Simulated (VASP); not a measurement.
# Zr (Im-3m) in VASP: single point with PBE

Aim: the single point of Zr with PBE.

All numbers are computed with VASP 6.6.1; they aren't measurements. Logs are shortened: lines on timing, memory, paths and dates and some standing lists are left out, and cuts for length are marked.

## (1) The cell of the first run

It takes space group Im-3m (No. 229, cubic). Conventional cell: a = 3.151 Å, b = 3.151 Å, c = 3.151 Å, α = 90.00°, β = 90.00°, γ = 90.00°. Zr (site symmetry m-3m) has 14 Zr at 2.73 to 3.15 Å within 3.6 Å.

This isn't the form of Zr at room conditions, which is hcp.

## (2) Single point, PBE

File POSCAR:

```
Zr
1.0
   -1.5753760000      1.5753760000      1.5753760000
    1.5753760000     -1.5753760000      1.5753760000
    1.5753760000      1.5753760000     -1.5753760000
Zr
1
Direct
    0.0000000000      0.0000000000      0.0000000000
```

File INCAR.step1:

```
SYSTEM = Zr
ALGO = Normal
EDIFF = 1E-6
ENCUT = 400
GGA = PE
GGA_COMPAT = .False.
ISIF = 2
ISMEAR = -1
LASPH = .True.
LCHARG = .True.
LMAXMIX = 4
LORBIT = 11
LREAL = .False.
LWAVE = .False.
NBANDS = 12
NEDOS = 2001
NELM = 120
PREC = Accurate
SIGMA = 0.1
```

File KPOINTS.step1:

```
k-points
0
Gamma
  15 15 15
  0 0 0
```

File INCAR.step2:

```
SYSTEM = Zr
ALGO = Normal
EDIFF = 1E-6
ENCUT = 400
GGA = PE
GGA_COMPAT = .False.
ICHARG = 11
ISIF = 2
ISMEAR = -5
LASPH = .True.
LCHARG = .False.
LMAXMIX = 4
LORBIT = 11
LREAL = .False.
LWAVE = .False.
NEDOS = 2001
NELM = 120
PREC = Accurate
SIGMA = 0.1
```

File KPOINTS.step2:

```
k-points
0
Gamma
  23 23 23
  0 0 0
```

Potentials or basis: VASP PAW PBE potentials, release 64 (Zr_sv).

On the command line:

```sh
$ cat potpaw_PBE.64/Zr_sv/POTCAR > POTCAR
$ cp INCAR.step1 INCAR
$ cp KPOINTS.step1 KPOINTS
$ mpirun -np 1 vasp_std > vasp.out
$ cp INCAR.step2 INCAR
$ cp KPOINTS.step2 KPOINTS
$ mpirun -np 1 vasp_std > vasp.out
```

OUTCAR:

```text
SYSTEM = Zr
   EDIFF = 1E-6
   ENCUT = 400
   GGA = PE
   ICHARG = 11
   ISIF = 2
   ISMEAR = -5
   LASPH = .True.
   LORBIT = 11
   LREAL = .False.
   NELM = 120
   PREC = Accurate

 ion  position               nearest neighbor table
   1  0.000  0.000  0.000-

  LATTYP: Found a body centered cubic cell.
 ALAT       =     3.1507520000

  Lattice vectors:

 A1 = (  -1.5753760000,   1.5753760000,   1.5753760000)
 A2 = (   1.5753760000,  -1.5753760000,   1.5753760000)
 A3 = (   1.5753760000,   1.5753760000,  -1.5753760000)

Analysis of symmetry for initial positions (statically):
=====================================================================
 Subroutine PRICEL returns:
 Original cell was already a primitive cell.

 Routine SETGRP: Setting up the symmetry group for a
 body centered cubic supercell.

 Subroutine GETGRP returns: Found 48 space group operations
 (whereof 48 operations were pure point group operations)
 out of a pool of 48 trial point group operations.

The static configuration has the point symmetry O_h .

Analysis of symmetry for dynamics (positions and initial velocities):
=====================================================================
 Subroutine PRICEL returns:
 Original cell was already a primitive cell.

 Routine SETGRP: Setting up the symmetry group for a
 body centered cubic supercell.

 Subroutine GETGRP returns: Found 48 space group operations
 (whereof 48 operations were pure point group operations)
 out of a pool of 48 trial point group operations.

The dynamic configuration has the point symmetry O_h .

 Subroutine INISYM returns: Found 48 space group operations
 (whereof 48 operations are pure point group operations),
 and found     1 'primitive' translations

----------------------------------------------------------------------------------------

                                     Primitive cell

  volume of cell :      15.6391

  direct lattice vectors                    reciprocal lattice vectors
    -1.575376000  1.575376000  1.575376000     0.000000000  0.317384548  0.317384548
     1.575376000 -1.575376000  1.575376000     0.317384548  0.000000000  0.317384548
     1.575376000  1.575376000 -1.575376000     0.317384548  0.317384548  0.000000000

  length of vectors
     2.728631273  2.728631273  2.728631273     0.448849533  0.448849533  0.448849533

  position of ions in fractional coordinates (direct lattice)
     0.000000000  0.000000000  0.000000000

  ion indices of the primitive-cell ions
   primitive index   ion index
                 1           1

----------------------------------------------------------------------------------------

 KPOINTS: k-points

Automatic generation of k-mesh.
 Grid dimensions read from file:
 generate k-points for:   23   23   23

 Generating k-lattice:

  Cartesian coordinates                     Fractional coordinates (reciprocal lattice)
     0.000000000  0.013799328  0.013799328     0.043478261  0.000000000  0.000000000
     0.013799328  0.000000000  0.013799328     0.000000000  0.043478261  0.000000000
     0.013799328  0.013799328  0.000000000     0.000000000  0.000000000  0.043478261

  Length of vectors
     0.019515197  0.019515197  0.019515197

  Shift w.r.t. Gamma in fractional coordinates (k-lattice)
     0.000000000  0.000000000  0.000000000

 TETIRR: Found  14515 inequivalent tetrahedra from    73002

 Subroutine IBZKPT returns following result:
 ===========================================

 Found    364 irreducible k-points:

 Following reciprocal coordinates:
            Coordinates               Weight
  0.000000  0.000000  0.000000      1.000000
  0.043478  0.000000  0.000000     12.000000
  0.086957  0.000000  0.000000     12.000000
  0.130435  0.000000  0.000000     12.000000
  0.173913  0.000000  0.000000     12.000000
  0.217391  0.000000  0.000000     12.000000
[... 16 lines left out ...]
  0.478261  0.043478  0.000000     24.000000
  0.086957  0.086957  0.000000     24.000000
 [... further k-points ...]
   k-points           NKPTS =    364   k-points in BZ     NKDIM =    364   number of bands    NBANDS=     10
   number of dos      NEDOS =   2001   number of ions     NIONS =      1
   total plane-waves  NPLWV =   5832
   dimension x,y,z NGX =    18 NGY =   18 NGZ =   18
   dimension x,y,z NGXF=    36 NGYF=   36 NGZF=   36
   ions per type =               1
   NGX,Y,Z   is equivalent  to a cutoff of  10.97, 10.97, 10.97 a.u.
   NGXF,Y,Z  is equivalent  to a cutoff of  21.93, 21.93, 21.93 a.u.
 SYSTEM =  Zr
   PREC   = accura    normal or accurate (medium, high low for compatibility)
   ISTART =      0    job   : 0-new  1-cont  2-samecut
   ICHARG =     11    charge: 1-file 2-atom 10-const
   ISPIN  =      1    spin polarized calculation?
   LNONCOLLINEAR =      F non collinear calculations
   LSORBIT =      F    spin-orbit coupling
   LASPH  =      T    aspherical Exc in radial PAW
   ENCUT  =  400.0 eV  29.40 Ry    5.42 a.u.   4.45  4.45  4.45*2*pi/ulx,y,z
   NELM   =    120;   NELMIN=  2; NELMDL=  0     # of ELM steps
   EDIFF  = 0.1E-05   stopping-criterion for ELM
   LREAL  =      F    real-space projection
   EDIFFG = 0.1E-04   stopping-criterion for IOM
   NSW    =      0    number of steps for IOM
   IBRION =     -1    ionic relax: 0-MD 1-quasi-New 2-CG
   NFREE  =      0    steps in history (QN), initial steepest desc. (CG)
   ISIF   =      2    stress and relaxation
   ISYM   =      2    0-nonsym 1-usesym 2-fastsym
   POTIM  = 0.5000    time-step for ionic-motion
   TEBEG  =    0.0;   TEEND  =   0.0 temperature during run
   PSTRESS=    0.0 pullay stress
   NELECT =      12.0000    total number of electrons
   NUPDOWN=      -1.0000    fix difference up-down
   EMIN   =  10.00;   EMAX   =-10.00  energy-range for DOS
   EFERMI =   0.00;   METHOD = LEGACY
   ISMEAR =    -5;   SIGMA  =   0.10  broadening in eV -4-tet -1-fermi 0-gaus
   EFERMI_NEDOS =   21; number of points for ismear=-14 and -15
   IALGO  =     38    algorithm
   IMIX   =      4    mixing-type and parameters
     AMIX     =   0.40;   BMIX     =  1.00
     AMIX_MAG =   1.60;   BMIX_MAG =  1.00
  volume/ion in A,a.u.               =      15.64       105.54
  Fermi-wavevector in a.u.,A,eV,Ry     =   1.498756  2.832239 30.562365  2.246270
  Thomas-Fermi vector in A             =   2.610474
   LORBIT       =     11    0 simple, 1 ext, 2 COOP (PROOUT), +10 PAW based schemes
   GGA     = PE    functional components
   LHFCALC =     F    Hartree Fock is set to
   AEXX    =    0.0000 exact exchange contribution
   IVDW    =     0    specifies the selected vdW correction
   LEPSILON=     F    determine dielectric tensor
   LRPA    =     F    only Hartree local field effects (RPA)
 non-spin polarized calculation
 Fermi weights with tetrahedron method with Bloechl corrections
  energy-cutoff  :      400.00
  volume of cell :       15.64
 maximum number of plane-waves:       321
 NGX is ok and might be reduce to    18

 number of electron      12.0000000 magnetization

 Free energy of the ion-electron system (eV)
  ---------------------------------------------------
  ext. energy  EPLUGINS =         0.00000000
  ---------------------------------------------------
  free energy    TOTEN  =        -7.39907852 eV

  energy without entropy =       -7.39907852  energy(sigma->0) =       -7.39907852

 E-fermi :  13.8758     XC(G=0): -13.0292

 val. band max:       14.0648154060   @ k =   0.3043   0.3043   0.0870
 cond. band min:      13.7471494877   @ k =   0.2609   0.2609   0.2174
 fundamental gap:     -0.3176659182
 Fermi energy:        13.8757750938

 k-point     1 :       0.0000    0.0000    0.0000
  band No.  band energies     occupation
      1     -34.3539      2.00000
      2     -10.7114      2.00000
      3     -10.7114      2.00000
      4     -10.7114      2.00000
      5       8.4303      2.00000
      6      15.0236      0.00000
      7      15.0236      0.00000
      8      15.0236      0.00000
      9      18.7181      0.00000
     10      18.7181      0.00000

 k-point     2 :       0.0435    0.0000    0.0000
  band No.  band energies     occupation
      1     -34.3418      2.00000
      2     -10.7769      2.00000
      3     -10.7298      2.00000
      4     -10.7124      2.00000
      5       8.5381      2.00000
      6      14.9464      0.00000
      7      15.0025      0.00000
      8      15.1269      0.00000
      9      18.5688      0.00000
     10      18.7093      0.00000

 k-point     3 :       0.0870    0.0000    0.0000
  band No.  band energies     occupation
      1     -34.3063      2.00000
      2     -10.9671      2.00000
      3     -10.7833      2.00000
      4     -10.7155      2.00000
      5       8.8451      2.00000
      6      14.7295      0.00000
      7      14.9231      0.00000
      8      15.4338      0.00000
      9      18.2338      0.00000
     10      18.6899      0.00000

 k-point     4 :       0.1304    0.0000    0.0000
  band No.  band energies     occupation
      1     -34.2495      2.00000
      2     -11.2604      2.00000
      3     -10.8672      2.00000
      4     -10.7207      2.00000
      5       9.3044      2.00000
      6      14.4104     -0.00122
      7      14.7583      0.00000
      8      15.9367      0.00000
      9      17.9366      0.00000
     10      18.6781      0.00000
[... 222 lines left out ...]
 k-point    22 :       0.4348    0.0435    0.0000
  band No.  band energies     occupation
      1     -33.6668      2.00000
      2     -13.7087      2.00000
      3     -11.6305      2.00000
      4     -10.7985      2.00000
      5       9.8563      2.00000
      6      12.2285      2.00000
      7      17.5664      0.00000
      8      19.0769      0.00000
      9      20.1447      0.00000
     10      23.4549      0.00000

 k-point    23 :       0.4783    0.0435    0.0000
  band No.  band energies     occupation
      1     -33.6530      2.00000
      2     -13.7581      2.00000
      3     -11.6467      2.00000
      4     -10.7997      2.00000
      5       9.8071      2.00000
      6      12.1904      2.00000
      7      17.8375      0.00000
      8      19.0199      0.00000
      9      20.2500      0.00000
     10      23.7900      0.00000

 k-point    24 :       0.0870    0.0870    0.0000
  band No.  band energies     occupation
      1     -34.2168      2.00000
      2     -11.4188      2.00000
      3     -10.8681      2.00000
      4     -10.7765      2.00000
      5       9.5687      2.00000
      6      14.3559     -0.01499
      7      14.4701     -0.00078
      8      16.3245      0.00000
      9      17.6566      0.00000
     10      18.8617      0.00000

 [... further k-points ...]
[... 5 lines left out ...]
  --------------------------------------------------------------------------------------
  -------------------------------------------------------------------------------------
  Total        5.8838323      5.8838323      5.8838323     -0.0000000      0.0000000     -0.0000000
  in kB      602.7791244    602.7791244    602.7791244     -0.0000000      0.0000000     -0.0000000
  external PRESSURE =     602.7791244 kB  Pullay stress =       0.0000000 kB

 VOLUME and BASIS-vectors are now :
 -----------------------------------------------------------------------------
  energy-cutoff  :      400.00
  volume of cell :       15.64
      direct lattice vectors                 reciprocal lattice vectors
    -1.575376000  1.575376000  1.575376000     0.000000000  0.317384548  0.317384548
     1.575376000 -1.575376000  1.575376000     0.317384548  0.000000000  0.317384548
     1.575376000  1.575376000 -1.575376000     0.317384548  0.317384548  0.000000000

 POSITION                                       TOTAL-FORCE (eV/Angst)
 -----------------------------------------------------------------------------------
      0.00000      0.00000      0.00000        -0.000000      0.000000      0.000000
 -----------------------------------------------------------------------------------
    total drift:                                0.000000     -0.000000      0.000000

  FREE ENERGIE OF THE ION-ELECTRON SYSTEM (eV)
  ---------------------------------------------------
  free  energy   TOTEN  =        -7.3990785199 eV

  energy  without entropy=       -7.3990785199  energy(sigma->0) =       -7.39907852

 total charge

# of ion       s       p       d       tot
------------------------------------------
    1        2.283   5.944   2.331  10.559
```

Run time: 24 s. Hardware: 1 thread of AMD EPYC 9R45 (Zen 5), shared host; peak memory 0.14 GiB.

What came out:

```
Valence electrons inside the program's atomic spheres : Zr 10.56
```

Caveat: tetrahedron occupations give inexact forces and stress in metals.
